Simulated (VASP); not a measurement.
The system is GaGe3.

```
Ge Ga
1.0
     0.00000    3.45360    3.45360
     3.45360    0.00000    3.45360
     3.45360    3.45360    0.00000
Ge Ga
3 1
Direct
  0.50000 0.50000 0.50000
  0.75000 0.75000 0.75000
  0.25000 0.25000 0.25000
  0.00000 0.00000 0.00000
```

Base run:

| Quantity | Value |
| --- | --- |
| Program | VASP 6.6.1 |
| Functional | PBE |
| Potentials or basis | VASP PAW PBE potentials, release 64 (Ge_d, Ga_d) |
| Cutoff | 520 eV |
| k mesh | 7 × 7 × 7 |
| Occupations | fermi-dirac, width 0.05 eV |
| Spin | no spin polarisation |

Its results: pressure -3.7 GPa.

Problem. After a change of settings the same cell gave: pressure -8.1 GPa. Which change was it?
A. functional from PBE to r2SCAN; further incar settings from ALGO = Normal; EDIFF = 1e-06; NBANDS = 36 to ALGO = Normal; EDIFF = 1e-07; NBANDS = 36
B. functional from PBE to LDA; potentials or basis from VASP PAW PBE potentials, release 64 (Ge_d, Ga_d) to VASP PAW LDA potentials, release 64 (Ge_d, Ga_d)
C. functional from PBE to PBEsol; further incar settings from ALGO = Normal; EDIFF = 1e-06; NBANDS = 36 to ALGO = Normal; EDIFF = 1e-07; NBANDS = 36

Solution. B.
